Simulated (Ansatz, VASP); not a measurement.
**Two plane-wave programs on TiAl**

File POSCAR:

```
TiAl
1.0
    3.1277798063      0.0000000000      0.0000000000
    0.0000000000      3.1277798063      0.0000000000
    0.0000000000      0.0000000000      3.2841687966
Ti Al
1 1
Direct
    0.0000000000      0.0000000000      0.0000000000
    0.5000000000      0.5000000000      0.5000000000
```

File INCAR.step1:

```
PREC = Accurate ; ENCUT = 520
ISMEAR = 0 ; SIGMA = 0.15
LREAL = False ; LASPH = True
NELM = 80 ; NBANDS = 14
GGA = PE ; ALGO = Normal
EDIFF = 1E-4 ; LWAVE = True
LCHARG = False
```

File INCAR.step2:

```
PREC = Accurate ; ENCUT = 520
EDIFF = 1E-7 ; ISMEAR = 0
SIGMA = 0.15 ; LREAL = False
LASPH = True ; NELM = 80
ALGO = Normal ; ISIF = 2
LWAVE = False ; LCHARG = False
METAGGA = R2SCAN ; LMIXTAU = True
NBANDS = 14 ; ISTART = 1
```

Contents of KPOINTS:

```
Automatic mesh
0
Gamma
  16 16 16
```

Input for Ansatz:

```yaml
crystal:
  lattice:
    - [3.1277798063, 0.0, 0.0]
    - [0.0, 3.1277798063, 0.0]
    - [0.0, 0.0, 3.2841687966]
  atoms:
    - { symbol: Ti, position: [0.0, 0.0, 0.0] }
    - { symbol: Al, position: [0.5, 0.5, 0.5] }
basis:
  ecutwfc: 500
kpoints:
  mp_grid: { grid: [16, 16, 16] }
hamiltonian:
  xc: r2scan
scf:
  occupations: { method: gaussian, width: 0.15 }
output:
  forces: true
  stress: true
  eigenvalues: true
```

Alike in both runs: task single point; functional r2SCAN; k mesh 16 × 16 × 16; occupations gaussian, width 0.15 eV; no spin polarisation.

|  | VASP | Ansatz |
| --- | --- | --- |
| version | VASP 6.6.1 | Ansatz 0.2.0 |
| potentials or method | VASP PAW PBE potentials, release 64 (Ti_sv, Al), cutoff 520 eV | scalar-relativistic, plane waves, PAW |
| valence electrons in the cell | 15 | 15 |

```csv
,VASP,Ansatz,Ansatz less VASP
gap on the k mesh at the Fermi level (eV),none,none,-
pressure (GPa),-0.6,-0.7,-0.13
"traceless stress, the component that is largest in VASP (GPa)",1.86,1.85,-0.002
```

VASP's potentials were made for PBE, not for r2SCAN. A gap of «none» marks a metal or a gap that the smearing closes.
